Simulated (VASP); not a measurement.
# Gd (P1) in VASP: single point with PBE+U

Aim: the single point of Gd with PBE+U.

Everything below comes from runs of VASP 6.6.1. Logs are shortened: lines on timing, memory, paths and dates and some standing lists are left out, and cuts for length are marked.

## Step 1: The cell of the first run

The typed cell holds 4 atoms: a = 6.428 Å, b = 3.703 Å, c = 6.985 Å, α = 105.33°, β = 62.54°, γ = 89.66°.

## Step 2: Single point, PBE+U, collinear spin, ferromagnetic start

The input, INCAR:

```
ALGO = Normal
EDIFF = 1E-6
ENCUT = 520
GGA = PE
ISIF = 2
ISMEAR = -1
ISPIN = 2
LASPH = True
LCHARG = False
LDAU = True
LDAUJ = 0.91
LDAUL = 3
LDAUPRINT = 1
LDAUTYPE = 1
LDAUU = 3.29
LMAXMIX = 6
LORBIT = 11
LREAL = False
LWAVE = False
MAGMOM = 7 7 7 7
NBANDS = 48
NELM = 150
PREC = Accurate
SIGMA = 0.1
```

The input, KPOINTS:

```
k-points
0
Gamma
  3 5 3
```

The input, POSCAR:

```
Gd
1.0
    5.5570870000      3.2303170000      0.0096710000
   -1.8422020000      3.2127180000     -0.0044660000
    3.7109330000      0.0070820000      5.9176450000
Gd
4
Direct
    0.0338570000      0.6241840000      0.2566310000
    0.5334580000      0.1306620000      0.2644000000
    0.4909030000      0.8999280000      0.7355150000
    0.9777380000      0.4023430000      0.7356640000
```

Potentials or basis: VASP PAW PBE potentials, release 64 (Gd).

Launch:

```sh
$ cat potpaw_PBE.64/Gd/POTCAR > POTCAR
$ mpirun -np 1 vasp_std > vasp.out
```

OUTCAR:

```text
EDIFF = 1E-6
   ENCUT = 520
   GGA = PE
   ISIF = 2
   ISMEAR = -1
   ISPIN = 2
   LASPH = True
   LORBIT = 11
   LREAL = False
   NELM = 150
   PREC = Accurate

 ion  position               nearest neighbor table
   1  0.034  0.624  0.257-   3 3.43   4 3.51
   2  0.533  0.131  0.264-   4 3.46   3 3.51
   3  0.491  0.900  0.736-   1 3.43   2 3.51
   4  0.978  0.402  0.736-   2 3.46   1 3.51

  LATTYP: Found a triclinic cell.
 ALAT       =    11.4815911095
 B/A-ratio  =     0.6477567003
 C/A-ratio  =     0.7602074401
 COS(alpha) =     0.0000933145
 COS(beta)  =     0.5551580554
 COS(gamma) =     0.8100922348

  Lattice vectors:

 A1 = (  -7.4258180000,  -6.4501170000,  -5.9228500000)
 A2 = (  -3.7148850000,  -6.4430350000,  -0.0052050000)
 A3 = (  -5.5531350000,   3.2056360000,  -5.9221110000)

Analysis of symmetry for initial positions (statically):
=====================================================================
 Subroutine PRICEL returns:
 Original cell was already a primitive cell.

 Routine SETGRP: Setting up the symmetry group for a
 triclinic supercell.

 Subroutine GETGRP returns: Found  1 space group operations
 (whereof  1 operations were pure point group operations)
 out of a pool of  2 trial point group operations.

The static configuration has the point symmetry C_1 .

Analysis of symmetry for dynamics (positions and initial velocities):
=====================================================================
 Subroutine PRICEL returns:
 Original cell was already a primitive cell.

 Routine SETGRP: Setting up the symmetry group for a
 triclinic supercell.

 Subroutine GETGRP returns: Found  1 space group operations
 (whereof  1 operations were pure point group operations)
 out of a pool of  2 trial point group operations.

The dynamic configuration has the point symmetry C_1 .

Analysis of structural, dynamic, and magnetic symmetry:
=====================================================================
 Subroutine PRICEL returns:
 Original cell was already a primitive cell.

 Routine SETGRP: Setting up the symmetry group for a
 triclinic supercell.

 Subroutine GETGRP returns: Found  1 space group operations
 (whereof  1 operations were pure point group operations)
 out of a pool of  2 trial point group operations.

The overall configuration has the point symmetry C_1 .

 Subroutine INISYM returns: Found  1 space group operations
 (whereof  1 operations are pure point group operations),
 and found     1 'primitive' translations

----------------------------------------------------------------------------------------

                                     Primitive cell

  volume of cell :     140.6963

  direct lattice vectors                    reciprocal lattice vectors
     5.557087000  3.230317000  0.009671000     0.135126185  0.077364674 -0.084829711
    -1.842202000  3.212718000 -0.004466000    -0.135865682  0.233474344  0.084921448
     3.710933000  0.007082000  5.917645000    -0.000323369  0.000049767  0.169188866

  length of vectors
     6.427772349  3.703415329  6.984954991     0.177314575  0.283163213  0.169189182

  position of ions in fractional coordinates (direct lattice)
     0.033857000  0.624184000  0.256631000
     0.533458000  0.130662000  0.264400000
     0.490903000  0.899928000  0.735515000
     0.977738000  0.402343000  0.735664000

  ion indices of the primitive-cell ions
   primitive index   ion index
                 1           1
                 2           2
                 3           3
                 4           4

[... 64 lines left out ...]
   LNONCOLLINEAR =      F non collinear calculations
   LSORBIT =      F    spin-orbit coupling
   LASPH  =      T    aspherical Exc in radial PAW
   ENCUT  =  520.0 eV  38.22 Ry    6.18 a.u.  11.95  6.89 12.99*2*pi/ulx,y,z
   NELM   =    150;   NELMIN=  2; NELMDL= -5     # of ELM steps
   EDIFF  = 0.1E-05   stopping-criterion for ELM
   LREAL  =      F    real-space projection
   EDIFFG = 0.1E-04   stopping-criterion for IOM
   NSW    =      0    number of steps for IOM
   IBRION =     -1    ionic relax: 0-MD 1-quasi-New 2-CG
   NFREE  =      0    steps in history (QN), initial steepest desc. (CG)
   ISIF   =      2    stress and relaxation
   ISYM   =      2    0-nonsym 1-usesym 2-fastsym
   POTIM  = 0.5000    time-step for ionic-motion
   TEBEG  =    0.0;   TEEND  =   0.0 temperature during run
   PSTRESS=    0.0 pullay stress
   NELECT =      72.0000    total number of electrons
   NUPDOWN=      -1.0000    fix difference up-down
   EMIN   =  10.00;   EMAX   =-10.00  energy-range for DOS
   EFERMI =   0.00;   METHOD = LEGACY
   ISMEAR =    -1;   SIGMA  =   0.10  broadening in eV -4-tet -1-fermi 0-gaus
   EFERMI_NEDOS =   21; number of points for ismear=-14 and -15
   IALGO  =     38    algorithm
   IMIX   =      4    mixing-type and parameters
     AMIX     =   0.40;   BMIX     =  1.00
     AMIX_MAG =   1.60;   BMIX_MAG =  1.00
  volume/ion in A,a.u.               =      35.17       237.37
  Fermi-wavevector in a.u.,A,eV,Ry     =   1.309458  2.474516 23.329625  1.714679
  Thomas-Fermi vector in A             =   2.440055
   LORBIT       =     11    0 simple, 1 ext, 2 COOP (PROOUT), +10 PAW based schemes
 LDA+U is selected, type is set to LDAUTYPE =  1
   angular momentum for each species LDAUL =     3
   U (eV)           for each species LDAUU =   3.3
   J (eV)           for each species LDAUJ =   0.9
   GGA     = PE    functional components
   LHFCALC =     F    Hartree Fock is set to
   AEXX    =    0.0000 exact exchange contribution
   IVDW    =     0    specifies the selected vdW correction
   LEPSILON=     F    determine dielectric tensor
   LRPA    =     F    only Hartree local field effects (RPA)
 spin polarized calculation
  energy-cutoff  :      520.00
  volume of cell :      140.70
 maximum number of plane-waves:      3802
   NGX = 23   NGY = 13   NGZ = 25

atom =   1  type =  1  l = 3

 onsite density matrix

spin component  1
[... 144 lines left out ...]
  o =  0.0017  v =  0.0000  0.0000  0.0000  0.0000  0.0000  0.0000  0.0000  0.0013 -0.0000 -0.0345 -0.0056 -0.0585 -0.0048 -0.9977      0.0000  0.0000  0.0000  0.0000  0.0000  0.0000  0.0000  0.0000  0.0000  0.0000  0.0000  0.0000  0.0000  0.0000
  o =  0.0029  v =  0.0000  0.0000  0.0000  0.0000  0.0000  0.0000  0.0000  0.0002  0.0477 -0.1042 -0.0045 -0.9913  0.0171  0.0617      0.0000  0.0000  0.0000  0.0000  0.0000  0.0000  0.0000  0.0000  0.0000  0.0000  0.0000  0.0000  0.0000  0.0000
  o =  0.0036  v =  0.0000  0.0000  0.0000  0.0000  0.0000  0.0000  0.0000  0.0229 -0.0160 -0.9881  0.0211  0.1065  0.1015  0.0273      0.0000  0.0000  0.0000  0.0000  0.0000  0.0000  0.0000  0.0000  0.0000  0.0000  0.0000  0.0000  0.0000  0.0000
  o =  0.0087  v =  0.0000  0.0000  0.0000  0.0000  0.0000  0.0000  0.0000  0.0166  0.1230  0.1021  0.0789  0.0112  0.9837 -0.0094      0.0000  0.0000  0.0000  0.0000  0.0000  0.0000  0.0000  0.0000  0.0000  0.0000  0.0000  0.0000  0.0000  0.0000
  o =  0.0094  v =  0.0000  0.0000  0.0000  0.0000  0.0000  0.0000  0.0000  0.0046  0.9906 -0.0238 -0.0418  0.0483 -0.1187 -0.0012      0.0000  0.0000  0.0000  0.0000  0.0000  0.0000  0.0000  0.0000  0.0000  0.0000  0.0000  0.0000  0.0000  0.0000
  o =  0.0237  v =  0.0000  0.0000  0.0000  0.0000  0.0000  0.0000  0.0000 -0.9977  0.0083 -0.0204  0.0635  0.0022  0.0128 -0.0011      0.0000  0.0000  0.0000  0.0000  0.0000  0.0000  0.0000  0.0000  0.0000  0.0000  0.0000  0.0000  0.0000  0.0000
  o =  0.0274  v =  0.0000  0.0000  0.0000  0.0000  0.0000  0.0000  0.0000  0.0622  0.0319  0.0125  0.9937 -0.0061 -0.0860 -0.0051      0.0000  0.0000  0.0000  0.0000  0.0000  0.0000  0.0000  0.0000  0.0000  0.0000  0.0000  0.0000  0.0000  0.0000
  o =  0.9883  v =  0.2417 -0.0114 -0.0141  0.9273 -0.0170 -0.2848 -0.0042  0.0000  0.0000  0.0000  0.0000  0.0000  0.0000  0.0000      0.0000  0.0000  0.0000  0.0000  0.0000  0.0000  0.0000  0.0000  0.0000  0.0000  0.0000  0.0000  0.0000  0.0000
  o =  0.9884  v = -0.0357 -0.0691  0.1088  0.0261  0.9805 -0.0087  0.1411  0.0000  0.0000  0.0000  0.0000  0.0000  0.0000  0.0000      0.0000  0.0000  0.0000  0.0000  0.0000  0.0000  0.0000  0.0000  0.0000  0.0000  0.0000  0.0000  0.0000  0.0000
  o =  0.9885  v = -0.2635  0.1076 -0.5911  0.0660 -0.0461  0.0080  0.7503  0.0000  0.0000  0.0000  0.0000  0.0000  0.0000  0.0000      0.0000  0.0000  0.0000  0.0000  0.0000  0.0000  0.0000  0.0000  0.0000  0.0000  0.0000  0.0000  0.0000  0.0000
  o =  0.9885  v =  0.5035 -0.0650  0.5609 -0.1024 -0.1355  0.0676  0.6279  0.0000  0.0000  0.0000  0.0000  0.0000  0.0000  0.0000      0.0000  0.0000  0.0000  0.0000  0.0000  0.0000  0.0000  0.0000  0.0000  0.0000  0.0000  0.0000  0.0000  0.0000
  o =  0.9885  v =  0.7246 -0.2457 -0.5569 -0.1228  0.0958  0.2487 -0.1351  0.0000  0.0000  0.0000  0.0000  0.0000  0.0000  0.0000      0.0000  0.0000  0.0000  0.0000  0.0000  0.0000  0.0000  0.0000  0.0000  0.0000  0.0000  0.0000  0.0000  0.0000
  o =  0.9886  v = -0.2368 -0.2718  0.1172  0.3252 -0.0429  0.8652  0.0077  0.0000  0.0000  0.0000  0.0000  0.0000  0.0000  0.0000      0.0000  0.0000  0.0000  0.0000  0.0000  0.0000  0.0000  0.0000  0.0000  0.0000  0.0000  0.0000  0.0000  0.0000
  o =  0.9886  v = -0.1904 -0.9193 -0.0026 -0.0618 -0.0823 -0.3220  0.0667  0.0000  0.0000  0.0000  0.0000  0.0000  0.0000  0.0000      0.0000  0.0000  0.0000  0.0000  0.0000  0.0000  0.0000  0.0000  0.0000  0.0000  0.0000  0.0000  0.0000  0.0000

 number of electron      71.9999998 magnetization      23.9999727

 Free energy of the ion-electron system (eV)
  ---------------------------------------------------
  ext. energy  EPLUGINS =         0.00000000
  ---------------------------------------------------
  free energy    TOTEN  =       -44.64467017 eV

  energy without entropy =      -44.54633901  energy(sigma->0) =      -44.59550459

 E-fermi :   3.2026     XC(G=0):  -9.7015

 val. band max:        3.1669396764   @ k =   0.0000   0.2000   0.3333
 cond. band min:       3.2676185156   @ k =   0.0000   0.4000   0.0000
 fundamental gap:      0.1006788392
 Fermi energy:         3.2025767702

 spin component 1

 k-point     1 :       0.0000    0.0000    0.0000
  band No.  band energies     occupation
      1     -42.6247      1.00000
      2     -42.5715      1.00000
      3     -42.5704      1.00000
      4     -42.5656      1.00000
      5     -20.2412      1.00000
      6     -20.2003      1.00000
[... 1162 lines left out ...]
     47       1.1357      1.00000
     48       2.2367      0.99994
 Fermi energy:         3.2025767702

 spin component 2

 k-point     1 :       0.0000    0.0000    0.0000
  band No.  band energies     occupation
      1     -39.6824      1.00000
      2     -39.6090      1.00000
      3     -39.6079      1.00000
      4     -39.6025      1.00000
      5     -18.4326      1.00000
      6     -18.3950      1.00000
[... 1162 lines left out ...]
     47       4.3409      0.00001
     48       4.3596      0.00001

------------------------ aborting loop because EDIFF is reached ----------------------------------------

  FORCE on cell =-STRESS in cart. coord.  units (eV):
  Direction    XX          YY          ZZ          XY          YZ          ZX
  --------------------------------------------------------------------------------------
  -------------------------------------------------------------------------------------
  Total        0.2432452     -1.1207313      0.0127669      0.0330367     -0.2505004     -0.1556117
  in kB        2.7699508    -12.7623121      0.1453824      0.3762052     -2.8525700     -1.7720264
  external PRESSURE =      -3.2823263 kB  Pullay stress =       0.0000000 kB

 VOLUME and BASIS-vectors are now :
 -----------------------------------------------------------------------------
  energy-cutoff  :      520.00
  volume of cell :      140.70
      direct lattice vectors                 reciprocal lattice vectors
     5.557087000  3.230317000  0.009671000     0.135126185  0.077364674 -0.084829711
    -1.842202000  3.212718000 -0.004466000    -0.135865682  0.233474344  0.084921448
     3.710933000  0.007082000  5.917645000    -0.000323369  0.000049767  0.169188866

 POSITION                                       TOTAL-FORCE (eV/Angst)
 -----------------------------------------------------------------------------------
     -0.00939      2.11651      1.51619         0.118271      0.247172     -0.281796
      3.70494      2.14489      1.56920         0.018273      0.157162     -0.339927
      3.79959      4.48220      4.35325        -0.225754     -0.280382      0.337196
      7.42218      4.45623      4.36106         0.089211     -0.123953      0.284528
 -----------------------------------------------------------------------------------
    total drift:                                0.000193      0.000183      0.000261

  FREE ENERGIE OF THE ION-ELECTRON SYSTEM (eV)
  ---------------------------------------------------
  free  energy   TOTEN  =       -44.6446701675 eV

  energy  without entropy=      -44.5463390142  energy(sigma->0) =      -44.59550459

 total charge

# of ion       s       p       d       f       tot
--------------------------------------------------
    1        2.071   5.576   0.528   6.990  15.166
    2        2.071   5.576   0.528   6.991  15.165
    3        2.072   5.576   0.531   6.989  15.168
    4        2.071   5.576   0.527   6.991  15.165
--------------------------------------------------
tot          8.284  22.304   2.115  27.961  60.664

 magnetization (x)

# of ion       s       p       d       f       tot
--------------------------------------------------
    1       -0.003  -0.120  -0.210   6.838   6.505
    2       -0.003  -0.120  -0.206   6.838   6.509
    3       -0.003  -0.120  -0.210   6.839   6.506
    4       -0.003  -0.120  -0.209   6.837   6.506
--------------------------------------------------
tot         -0.012  -0.480  -0.835  27.352  26.026
```

Run time: 63 min. Hardware: 1 thread of Intel Xeon 8259CL, shared host; peak memory 0.43 GiB.

Results:

```
Free energy                                           : -44.6447 eV
Pressure                                              : -0.3 GPa
Largest force                                         : 0.493 eV/Å
Net moment                                            : 24.00 μB per cell
Site moments                                          : Gd +6.50, +6.51 (each value once) μB
Valence electrons inside the program's atomic spheres : Gd 15.17, 15.16 (each value once)
```

Forces in eV/Å, atoms in the order of the input:
```
Gd   0.118  0.247 -0.282
Gd   0.018  0.157 -0.340
Gd  -0.226 -0.280  0.337
Gd   0.089 -0.124  0.285
```

Eigenvalues of the final occupation matrices:
```
    site  spin  trace                         eigenvalues
site 1 f     1   6.92  0.99 0.99 0.99 0.99 0.99 0.99 0.99
site 1 f     2   0.08  0.00 0.00 0.00 0.01 0.01 0.02 0.03
site 2 f     1   6.92  0.99 0.99 0.99 0.99 0.99 0.99 0.99
site 2 f     2   0.08  0.00 0.00 0.00 0.01 0.01 0.02 0.03
site 3 f     1   6.92  0.99 0.99 0.99 0.99 0.99 0.99 0.99
site 3 f     2   0.08  0.00 0.00 0.00 0.01 0.01 0.02 0.03
site 4 f     1   6.92  0.99 0.99 0.99 0.99 0.99 0.99 0.99
site 4 f     2   0.08  0.00 0.00 0.00 0.01 0.01 0.02 0.03
```

Caveat: the k points lie up to 0.37 Å⁻¹ apart; the highest band is partly filled, so the run has too few bands; spin-orbit coupling is left out, which moves the levels of the heavy elements.
